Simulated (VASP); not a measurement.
# MgO2 (I4/mcm) in VASP: single point with HSE06

Aim: the single point of MgO2 with HSE06.

Program: VASP 6.6.1. These are calculated values, not measurements. Logs are shortened: lines on timing, memory, paths and dates and some standing lists are left out, and cuts for length are marked.

## 1. The cell of the first run

It takes space group I4/mcm (No. 140, tetragonal). The conventional cell has a = 3.999 Å, b = 3.999 Å, c = 4.746 Å, α = 90.00°, β = 90.00°, γ = 90.00°. Within 2.6 Å of Mg (site symmetry 422) lie 8 O at 1.97 Å and 2 Mg at 2.37 Å. O (site symmetry m2m) has 1 O at 1.45 Å and 4 Mg at 1.97 Å within 2.0 Å.

## 2. Single point, HSE06

File POSCAR:

```
MgO2
1.0
   -1.9997000000      1.9997000000      2.3729000000
    1.9997000000     -1.9997000000      2.3729000000
    1.9997000000      1.9997000000     -2.3729000000
Mg O
2 4
Direct
    0.2500000000      0.2500000000      0.0000000000
    0.7500000000      0.7500000000      0.0000000000
    0.6285000000      0.1285000000      0.7570000000
    0.3715000000      0.8715000000      0.2430000000
    0.1285000000      0.3715000000      0.5000000000
    0.8715000000      0.6285000000      0.5000000000
```

File INCAR.step1:

```
SYSTEM = MgO2
ALGO = Normal
EDIFF = 1E-5
ENCUT = 520
GGA = PE
GGA_COMPAT = .False.
ISIF = 2
ISMEAR = 0
LASPH = .True.
LCHARG = .False.
LREAL = .False.
LWAVE = .True.
NBANDS = 23
NELM = 120
PREC = Accurate
SIGMA = 0.01
```

File INCAR.step2:

```
SYSTEM = MgO2
ALGO = Normal
EDIFF = 1E-6
ENCUT = 520
GGA = PE
GGA_COMPAT = .False.
HFSCREEN = 0.2079
ISIF = 2
ISMEAR = 0
ISTART = 1
LASPH = .True.
LCHARG = .False.
LHFCALC = .True.
LREAL = .False.
LWAVE = .False.
NBANDS = 23
NELM = 120
PREC = Accurate
PRECFOCK = Normal
SIGMA = 0.01
```

File KPOINTS:

```
k-points
0
Gamma
  5 5 5
  0 0 0
```

Potentials or basis: VASP PAW PBE potentials, release 64 (Mg, O).

Started as:

```console
$ cat potpaw_PBE.64/Mg/POTCAR potpaw_PBE.64/O/POTCAR > POTCAR
$ cp INCAR.step1 INCAR
$ mpirun -np 1 vasp_std > vasp.out
$ cp INCAR.step2 INCAR
$ mpirun -np 1 vasp_std > vasp.out
```

OUTCAR:

```text
SYSTEM = MgO2
   EDIFF = 1E-6
   ENCUT = 520
   GGA = PE
   HFSCREEN = 0.2079
   ISIF = 2
   ISMEAR = 0
   ISTART = 1
   LASPH = .True.
   LHFCALC = .True.
   LREAL = .False.
   NELM = 120
   PREC = Accurate
   PRECFOCK = Normal

 ion  position               nearest neighbor table
   1  0.250  0.250  0.000-   4 1.97   3 1.97   5 1.97   5 1.97   6 1.97   6 1.97   3 1.97   4 1.97
                             2 2.37   2 2.37   2 2.83   2 2.83   2 2.83   2 2.83
   2  0.750  0.750  0.000-   4 1.97   3 1.97   6 1.97   6 1.97   5 1.97   5 1.97   3 1.97   4 1.97
                             1 2.37   1 2.37   1 2.83   1 2.83   1 2.83   1 2.83
   3  0.629  0.129  0.757-   4 1.45   2 1.97   1 1.97   2 1.97   1 1.97
   4  0.371  0.871  0.243-   3 1.45   1 1.97   2 1.97   1 1.97   2 1.97
   5  0.129  0.371  0.500-   6 1.45   1 1.97   2 1.97   1 1.97   2 1.97
   6  0.871  0.629  0.500-   5 1.45   2 1.97   1 1.97   2 1.97   1 1.97

  LATTYP: Found a body centered tetragonal cell.
 ALAT       =     3.9994000000
 C/A-ratio  =     1.1866279942

  Lattice vectors:

 A1 = (  -1.9997000000,   1.9997000000,   2.3729000000)
 A2 = (   1.9997000000,  -1.9997000000,   2.3729000000)
 A3 = (   1.9997000000,   1.9997000000,  -2.3729000000)

Analysis of symmetry for initial positions (statically):
=====================================================================
 Subroutine PRICEL returns:
 Original cell was already a primitive cell.

 Routine SETGRP: Setting up the symmetry group for a
 body centered tetragonal supercell.

 Subroutine GETGRP returns: Found 16 space group operations
 (whereof  8 operations were pure point group operations)
 out of a pool of 16 trial point group operations.

The static configuration has the point symmetry C_4h.
 The point group associated with its full space group is D_4h.

Analysis of symmetry for dynamics (positions and initial velocities):
=====================================================================
 Subroutine PRICEL returns:
 Original cell was already a primitive cell.

 Routine SETGRP: Setting up the symmetry group for a
 body centered tetragonal supercell.

 Subroutine GETGRP returns: Found 16 space group operations
 (whereof  8 operations were pure point group operations)
 out of a pool of 16 trial point group operations.

The dynamic configuration has the point symmetry C_4h.
 The point group associated with its full space group is D_4h.

 Subroutine INISYM returns: Found 16 space group operations
 (whereof  8 operations are pure point group operations),
 and found     1 'primitive' translations

----------------------------------------------------------------------------------------

                                     Primitive cell

  volume of cell :      37.9550

  direct lattice vectors                    reciprocal lattice vectors
    -1.999700000  1.999700000  2.372900000     0.000000000  0.250037506  0.210712630
     1.999700000 -1.999700000  2.372900000     0.250037506  0.000000000  0.210712630
     1.999700000  1.999700000 -2.372900000     0.250037506  0.250037506  0.000000000

  length of vectors
     3.691646596  3.691646596  3.691646596     0.326984047  0.326984047  0.353606432

  position of ions in fractional coordinates (direct lattice)
     0.250000000  0.250000000  0.000000000
     0.750000000  0.750000000  0.000000000
     0.628500000  0.128500000  0.757000000
     0.371500000  0.871500000  0.243000000
     0.128500000  0.371500000  0.500000000
     0.871500000  0.628500000  0.500000000

  ion indices of the primitive-cell ions
   primitive index   ion index
                 1           1
                 2           2
                 3           3
                 4           4
                 5           5
                 6           6

----------------------------------------------------------------------------------------

 KPOINTS: k-points

Automatic generation of k-mesh.
 Grid dimensions read from file:
 generate k-points for:    5    5    5

 Generating k-lattice:

  Cartesian coordinates                     Fractional coordinates (reciprocal lattice)
     0.000000000  0.050007501  0.042142526     0.200000000  0.000000000  0.000000000
     0.050007501  0.000000000  0.042142526     0.000000000  0.200000000  0.000000000
     0.050007501  0.050007501  0.000000000     0.000000000  0.000000000  0.200000000

  Length of vectors
     0.065396809  0.065396809  0.070721286

  Shift w.r.t. Gamma in fractional coordinates (k-lattice)
     0.000000000  0.000000000  0.000000000

 Subroutine IBZKPT returns following result:
 ===========================================

 Found     18 irreducible k-points:

 Following reciprocal coordinates:
            Coordinates               Weight
  0.000000  0.000000  0.000000      1.000000
  0.200000 -0.000000  0.000000      8.000000
  0.400000  0.000000  0.000000      8.000000
  0.200000  0.200000  0.000000      8.000000
  0.400000  0.200000  0.000000     16.000000
 -0.400000  0.200000  0.000000     16.000000
[... 10 lines left out ...]
 -0.400000  0.400000  0.400000      4.000000
 -0.400000 -0.400000  0.400000      2.000000
   k-points           NKPTS =     18   k-points in BZ     NKDIM =    125   number of bands    NBANDS=     23
   number of dos      NEDOS =    301   number of ions     NIONS =      6
   total plane-waves  NPLWV =  21952
   dimension x,y,z NGX =    28 NGY =   28 NGZ =   28
   dimension x,y,z NGXF=    56 NGYF=   56 NGZF=   56
   ions per type =               2   4
   NGX,Y,Z   is equivalent  to a cutoff of  12.61, 12.61, 12.61 a.u.
   NGXF,Y,Z  is equivalent  to a cutoff of  25.22, 25.22, 25.22 a.u.
 SYSTEM =  MgO2
   PREC   = accura    normal or accurate (medium, high low for compatibility)
   ISTART =      1    job   : 0-new  1-cont  2-samecut
   ICHARG =      0    charge: 1-file 2-atom 10-const
   ISPIN  =      1    spin polarized calculation?
   LNONCOLLINEAR =      F non collinear calculations
   LSORBIT =      F    spin-orbit coupling
   LASPH  =      T    aspherical Exc in radial PAW
   ENCUT  =  520.0 eV  38.22 Ry    6.18 a.u.   6.86  6.86  6.86*2*pi/ulx,y,z
   NELM   =    120;   NELMIN=  2; NELMDL=  0     # of ELM steps
   EDIFF  = 0.1E-05   stopping-criterion for ELM
   LREAL  =      F    real-space projection
   EDIFFG = 0.1E-04   stopping-criterion for IOM
   NSW    =      0    number of steps for IOM
   IBRION =     -1    ionic relax: 0-MD 1-quasi-New 2-CG
   NFREE  =      0    steps in history (QN), initial steepest desc. (CG)
   ISIF   =      2    stress and relaxation
   ISYM   =      3    0-nonsym 1-usesym 2-fastsym
   POTIM  = 0.5000    time-step for ionic-motion
   TEBEG  =    0.0;   TEEND  =   0.0 temperature during run
   PSTRESS=    0.0 pullay stress
   NELECT =      28.0000    total number of electrons
   NUPDOWN=      -1.0000    fix difference up-down
   EMIN   =  10.00;   EMAX   =-10.00  energy-range for DOS
   EFERMI =   0.00;   METHOD = LEGACY
   ISMEAR =     0;   SIGMA  =   0.01  broadening in eV -4-tet -1-fermi 0-gaus
   EFERMI_NEDOS =   21; number of points for ismear=-14 and -15
   IALGO  =     38    algorithm
   IMIX   =      1    mixing-type and parameters
     AMIX     =   0.40;   BMIX     =  1.00
     AMIX_MAG =   1.60;   BMIX_MAG =  1.00
  volume/ion in A,a.u.               =       6.33        42.69
  Fermi-wavevector in a.u.,A,eV,Ry     =   1.479237  2.795353 29.771486  2.188143
  Thomas-Fermi vector in A             =   2.593420
   LORBIT       =      0    0 simple, 1 ext, 2 COOP (PROOUT), +10 PAW based schemes
   GGA     = PE    functional components
   LHFCALC =     T    Hartree Fock is set to
   PRECFOCK=normal    Normal, Fast or Accurate (Low or Medium for compatibility)
   ENCUT4O =  -1.0   cutoff for four orbital integrals eV
   NKREDX  =     1    reduce k-point grid by
   NKREDY  =     1    reduce k-point grid by
   NKREDZ  =     1    reduce k-point grid by
   AEXX    =    0.2500 exact exchange contribution
   HFSCREEN=    0.2079 screening length (either q_TF or 0.3 A-1)
   HFSCREENC=   0.2079 screening length for correlation (either q_TF or 0.3 A-1)
   ENCUTFOCK=  -1.0 apply spherical cutoff to Coloumb kernel
   IVDW    =     0    specifies the selected vdW correction
   LEPSILON=     F    determine dielectric tensor
   LRPA    =     F    only Hartree local field effects (RPA)
 non-spin polarized calculation
 Gauss-broadening in eV      SIGMA  =   0.01
  energy-cutoff  :      520.00
  volume of cell :       37.96
 maximum number of plane-waves:      1036
  NGX = 24; NGY = 24; NGZ = 24

 number of electron      28.0000011 magnetization

 Free energy of the ion-electron system (eV)
  ---------------------------------------------------
  ext. energy  EPLUGINS =         0.00000000
  ---------------------------------------------------
  free energy    TOTEN  =       -37.17806191 eV

  energy without entropy =      -37.17806191  energy(sigma->0) =      -37.17806191

 E-fermi :   7.0588     XC(G=0): -10.6524

 val. band max:        7.0074796130   @ k =  -0.4000  -0.4000   0.4000
 cond. band min:      12.7200715877   @ k =  -0.4000   0.2000   0.0000
 fundamental gap:      5.7125919746
 Fermi energy:         7.0588235825

 k-point     1 :       0.0000    0.0000    0.0000
  band No.  band energies     occupation
      1     -19.8727      2.00000
      2     -16.1154      2.00000
      3     -10.9387      2.00000
      4     -10.9387      2.00000
      5      -1.6111      2.00000
      6      -1.0716      2.00000
[... 15 lines left out ...]
     22      25.3489      0.00000
     23      26.5927      0.00000

 k-point     2 :       0.2000   -0.0000    0.0000
  band No.  band energies     occupation
      1     -19.5350      2.00000
      2     -16.5119      2.00000
      3     -10.9931      2.00000
      4     -10.9705      2.00000
      5      -2.4849      2.00000
      6      -2.3335      2.00000
[... 15 lines left out ...]
     22      24.9448      0.00000
     23      26.0310      0.00000
[... 388 lines left out ...]
     22      24.3952      0.00000
     23      24.6486      0.00000

 k-point    18 :      -0.4000   -0.4000    0.4000
  band No.  band energies     occupation
      1     -18.5064      2.00000
      2     -17.0510      2.00000
      3     -11.6049      2.00000
      4     -11.6049      2.00000
      5      -3.5390      2.00000
      6      -0.6689      2.00000
[... 15 lines left out ...]
     22      23.7049      0.00000
     23      24.4629      0.00000

------------------------ aborting loop because EDIFF is reached ----------------------------------------

  FORCE on cell =-STRESS in cart. coord.  units (eV):
  Direction    XX          YY          ZZ          XY          YZ          ZX
  --------------------------------------------------------------------------------------
  -------------------------------------------------------------------------------------
  Total       20.3281742     20.3281742     22.3350304      0.0000000      0.0000000      0.0000000
  in kB      858.1038218    858.1038218    942.8183123      0.0000000      0.0000000      0.0000000
  external PRESSURE =     886.3419853 kB  Pullay stress =       0.0000000 kB

 VOLUME and BASIS-vectors are now :
 -----------------------------------------------------------------------------
  energy-cutoff  :      520.00
  volume of cell :       37.96
      direct lattice vectors                 reciprocal lattice vectors
    -1.999700000  1.999700000  2.372900000     0.000000000  0.250037506  0.210712630
     1.999700000 -1.999700000  2.372900000     0.250037506  0.000000000  0.210712630
     1.999700000  1.999700000 -2.372900000     0.250037506  0.250037506  0.000000000

 POSITION                                       TOTAL-FORCE (eV/Angst)
 -----------------------------------------------------------------------------------
      0.00000      0.00000      1.18645         0.000000      0.000000     -0.000000
      0.00000      0.00000      3.55935         0.000000      0.000000     -0.000000
      0.51392      2.51362      0.00000        -1.658295     -1.658295     -0.000000
      1.48578     -0.51392      2.37290         1.658295      1.658295      0.000000
      1.48578      0.51392      0.00000         1.658295     -1.658295     -0.000000
      0.51392      1.48578      2.37290        -1.658295      1.658295     -0.000000
 -----------------------------------------------------------------------------------
    total drift:                               -0.000001      0.000000      0.000071

  FREE ENERGIE OF THE ION-ELECTRON SYSTEM (eV)
  ---------------------------------------------------
  free  energy   TOTEN  =       -37.1780619118 eV

  energy  without entropy=      -37.1780619118  energy(sigma->0) =      -37.17806191
```

Wall time 2.3 h (1 thread of AMD EPYC 7R13, shared host); peak memory 0.27 GiB.

What came out:

```yaml
Free_energy: -37.1781 eV
Pressure: 88.6 GPa
Largest_force: 2.345 eV/Å
Band_gap_on_the_k_mesh: 5.71 eV (least direct gap 6.76 eV)
```

Forces on the atoms (eV/Å):
```
Mg   0.000  0.000  0.000
Mg   0.000  0.000  0.000
O   -1.658 -1.658  0.000
O    1.658  1.658  0.000
O    1.658 -1.658  0.000
O   -1.658  1.658  0.000
```

Levels at points of the mesh, in eV from the valence-band top:
```csv
k point,band 10,band 11,band 12,band 13,band 14,band 15,band 16,band 17,band 18,band 19
"(0.00, 0.00, 0.00)",-5.97,-4.67,-4.14,-4.14,-0.47,7.19,7.19,10.55,14.16,15.51
```

Caveat: the cell stands under pressure; the PAW data sets were made with another functional, which shifts forces and pressure a little; an odd mesh through Γ misses points on the zone boundary, where band edges can lie.
